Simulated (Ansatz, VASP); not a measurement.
GaAs: VASP beside Ansatz

```
CELL_PARAMETERS angstrom
2.72879 2.72879 0.00000
-2.72879 2.72879 0.00000
0.00000 2.72879 2.72879
ATOMIC_POSITIONS crystal
Ga 0.00000 0.00000 0.00000
As 0.75000 0.25000 0.50000
```

Alike in both runs: task single point; functional LDA; k mesh 8 × 8 × 8; no spin polarisation.

|  | VASP | Ansatz |
| --- | --- | --- |
| version | VASP 6.6.1 | Ansatz 0.2.0 |
| potentials or method | VASP PAW LDA potentials, release 64 (Ga_d, As), cutoff 500 eV | all-electron LAPW, scalar-relativistic |
| occupations | gaussian, width 0.01 eV | fixed |

VASP gave:

| Item | Value |
| --- | --- |
| gap on the k mesh at the Fermi level (eV) | 1.13 |
| pressure (GPa) | 7.5 |

Q: What did Ansatz give for the same quantities?

A: gap on the k mesh at the Fermi level (eV): 1.10; pressure (GPa): 7.1.

LDA's correlation is that of Perdew and Zunger in VASP and of Perdew and Wang (1992) in Ansatz. Ansatz ran all-electron here, and VASP with PAW potentials.
